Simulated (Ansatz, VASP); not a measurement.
## Two plane-wave programs on LiCl

The input POSCAR:

```
LiCl
1.0
    0.0000000000      2.5562025412      2.5562025412
    2.5562025412      0.0000000000      2.5562025412
    2.5562025412      2.5562025412      0.0000000000
Li Cl
1 1
Direct
    0.0000000000      0.0000000000      0.0000000000
    0.5000000000      0.5000000000      0.5000000000
```

INCAR.step1

```
SYSTEM = LiCl
PREC = Accurate
ENCUT = 520
ISMEAR = 0
SIGMA = 0.02
LREAL = .FALSE.
LASPH = .TRUE.
NELM = 80
NBANDS = 12
GGA = PE
ALGO = Normal
EDIFF = 1E-4
LWAVE = .TRUE.
LCHARG = .FALSE.
```

Contents of INCAR.step2:

```
SYSTEM = LiCl
PREC = Accurate
ENCUT = 520
EDIFF = 1E-6
ISMEAR = 0
SIGMA = 0.02
LREAL = .FALSE.
LASPH = .TRUE.
NELM = 80
ALGO = Normal
ISIF = 2
LWAVE = .FALSE.
LCHARG = .FALSE.
METAGGA = R2SCAN
LMIXTAU = .TRUE.
NBANDS = 12
ISTART = 1
```

Contents of KPOINTS:

```
Automatic mesh
0
G
  8 8 8
  0 0 0
```

Input for Ansatz:

```yaml
crystal:
  lattice:
    - [0.0, 2.5562025412, 2.5562025412]
    - [2.5562025412, 0.0, 2.5562025412]
    - [2.5562025412, 2.5562025412, 0.0]
  atoms:
    - { symbol: Li, position: [0.0, 0.0, 0.0] }
    - { symbol: Cl, position: [0.5, 0.5, 0.5] }
basis:
  ecutwfc: 500
kpoints:
  mp_grid: { grid: [8, 8, 8] }
  band_path:
    path:
      - [[0.0, 0.0, 0.0], [0.5, 0.0, 0.5], [0.625, 0.25, 0.625]]
      - [[0.375, 0.375, 0.75], [0.0, 0.0, 0.0], [0.5, 0.5, 0.5], [0.5, 0.25, 0.75], [0.5, 0.0, 0.5]]
    npoints: 14
hamiltonian:
  xc: r2scan
scf:
  occupations: { method: gaussian, width: 0.02 }
  n_extra_bands: 6
output:
  forces: true
  stress: true
  eigenvalues: true
  populations: true
  dos: { projected: true, de: 0.02, nscf_kmesh: { grid: [12, 12, 12] } }
  bader: true
  write_density: true
  write_potential: true
  elf: true
  volumetric_format: npy
```

Alike in both runs: task single point; functional r2SCAN; k mesh 8 × 8 × 8; occupations gaussian, width 0.02 eV; no spin polarisation.

|  | VASP | Ansatz |
| --- | --- | --- |
| version | VASP 6.6.1 | Ansatz 0.2.0 |
| potentials or method | VASP PAW PBE potentials, release 64 (Li_sv, Cl), cutoff 520 eV | scalar-relativistic, plane waves, PAW |
| valence electrons in the cell | 10 | 10 |

|  | VASP | Ansatz | Ansatz less VASP |
| --- | --- | --- | --- |
| gap on the k mesh at the Fermi level (eV) | 7.36 | 7.29 | -0.069 |
| least direct gap on the mesh (eV) | 7.36 | 7.29 | -0.069 |

VASP's potentials were made for PBE, not for r2SCAN. The functional is the same, so the differences come from potentials, cutoffs and numerics.

Noted on VASP's run: the cutoff is short for stress, so the pressure is rough.
